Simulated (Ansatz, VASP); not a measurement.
Two plane-wave programs on SiC

The input POSCAR:

```
SiC
1.0
    3.1363290418      0.0000000000      0.0000000000
   -1.5681645209      2.7161406248      0.0000000000
    0.0000000000      0.0000000000      5.1470055276
Si C
2 2
Direct
    0.6666666667      0.3333333333      0.5000000000
    0.3333333333      0.6666666667      0.0000000000
    0.6666666667      0.3333333333      0.8850000000
    0.3333333333      0.6666666667      0.3850000000
```

The input INCAR.step1:

```
SYSTEM = SiC
PREC = Accurate
ENCUT = 520
ISMEAR = -1
SIGMA = 0.05
LREAL = .FALSE.
LASPH = .TRUE.
NELM = 100
NBANDS = 16
GGA = PE
ALGO = Normal
EDIFF = 1E-4
LWAVE = .TRUE.
LCHARG = .FALSE.
```

The input INCAR.step2:

```
SYSTEM = SiC
PREC = Accurate
ENCUT = 520
EDIFF = 1E-6
ISMEAR = -1
SIGMA = 0.05
LREAL = .FALSE.
LASPH = .TRUE.
NELM = 100
ALGO = Normal
ISIF = 2
LWAVE = .FALSE.
LCHARG = .FALSE.
METAGGA = R2SCAN
LMIXTAU = .TRUE.
NBANDS = 16
ISTART = 1
```

KPOINTS

```
Automatic mesh
0
G
  10 10 5
  0 0 0
```

input.yaml

```yaml
crystal:
  lattice:
    - [3.1363290418, 0.0, 0.0]
    - [-1.5681645209, 2.7161406248, 0.0]
    - [0.0, 0.0, 5.1470055276]
  atoms:
    - { symbol: Si, position: [0.6666666667, 0.3333333333, 0.5] }
    - { symbol: Si, position: [0.3333333333, 0.6666666667, 0.0] }
    - { symbol: C, position: [0.6666666667, 0.3333333333, 0.885] }
    - { symbol: C, position: [0.3333333333, 0.6666666667, 0.385] }
hamiltonian:
  xc: r2scan
  pseudopotentials: { kind: paw }
kpoints:
  mp_grid: { grid: [10, 10, 5] }
scf:
  occupations: { method: fermi_dirac, width: 0.05 }
output:
  forces: true
  stress: true
  eigenvalues: true
```

Alike in both runs: task single point; functional r2SCAN; k mesh 10 × 10 × 5; occupations fermi-dirac, width 0.05 eV; no spin polarisation.

```csv
,VASP,Ansatz
version,VASP 6.6.1,Ansatz 0.2.0
potentials or method,"VASP PAW PBE potentials, release 64 (Si, C)",Ansatz PAW
plane-wave cutoff (eV),520,500
valence electrons in the cell,16,16
```

Ansatz gave:

- gap on the k mesh at the Fermi level (eV): 2.89
- least direct gap on the mesh (eV): 4.44
- pressure (GPa): -11.7
- traceless stress, the component that is largest in VASP (GPa): -1.30
- rms of the force components (eV/Å): 0.395

Q: Estimate VASP's values.

A: gap on the k mesh at the Fermi level (eV): 2.89; least direct gap on the mesh (eV): 4.45; pressure (GPa): -11.8; traceless stress, the component that is largest in VASP (GPa): -1.28; rms of the force components (eV/Å): 0.395.

VASP's potentials were made for PBE, not for r2SCAN. Atom by atom the forces differ by 0.000 eV/Å (rms over components). With one functional, cell and mesh, what is left measures potentials, basis and numerics.

Noted on Ansatz's run: odd divisions of the mesh miss points on the zone boundary, where band edges often lie, so the gap on the mesh can be too wide.
